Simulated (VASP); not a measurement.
Set up this calculation in VASP 6.6.1, as the native input.

* Task: single point
* Functional: PBEsol
* Potentials or basis: VASP PAW PBE potentials, release 64 (Co, O)
* Cutoff: 600 eV
* k mesh: 16 × 16 × 16
* Occupations: fermi-dirac, width 0.05 eV
* Spin: collinear spin, ferromagnetic start
* Starting moments: [2.0, 0.0] μB
* Dipole correction: no
* Further INCAR settings: ALGO = Normal; EDIFF = 1e-06; NBANDS = 18

The structure of CoO lies in POSCAR:

```
CoO
1.0
    0.0000000000      2.1456163054      2.1456163054
    2.1456163054      0.0000000000      2.1456163054
    2.1456163054      2.1456163054      0.0000000000
Co O
1 1
Direct
    0.0000000000      0.0000000000      0.0000000000
    0.5000000000      0.5000000000      0.5000000000
```

This cell differs from its parent crystal: volume scaled by 1.02.

The input as run:

INCAR

```
ALGO = Normal
EDIFF = 1E-6
ENCUT = 600
GGA = PS
GGA_COMPAT = False
ISIF = 2
ISMEAR = -1
ISPIN = 2
LASPH = True
LCHARG = False
LMAXMIX = 4
LORBIT = 11
LREAL = False
LWAVE = False
MAGMOM = 2 0
NBANDS = 18
NELM = 200
PREC = Accurate
SIGMA = 0.05
```

KPOINTS

```
k-points
0
Gamma
  16 16 16
```

Potentials or basis: VASP PAW PBE potentials, release 64 (Co, O).

The run is started by

```sh
$ cat potpaw_PBE.64/Co/POTCAR potpaw_PBE.64/O/POTCAR > POTCAR
$ mpirun -np 1 vasp_std > vasp.out
```

It gave:

- Pressure: -14.4 GPa
- Band gap on the k mesh: zero (filled and empty bands overlap)
- Net moment: 2.97 μB per cell
- Site moments: Co +2.59; O +0.32 μB
- Valence electrons inside the program's atomic spheres: Co 7.76; O 4.94

Caveat: the PAW data sets were made with another functional, which shifts forces and pressure a little; a cell with one magnetic atom can't hold antiferromagnetic order, which such compounds often take; semilocal functionals often make such compounds metallic where correlation or magnetic order opens a gap, which also shifts bond lengths.

Wall time 2.7 min on 1 thread of Intel Xeon 8259CL, with other jobs on the host, peak memory 0.22 GiB.
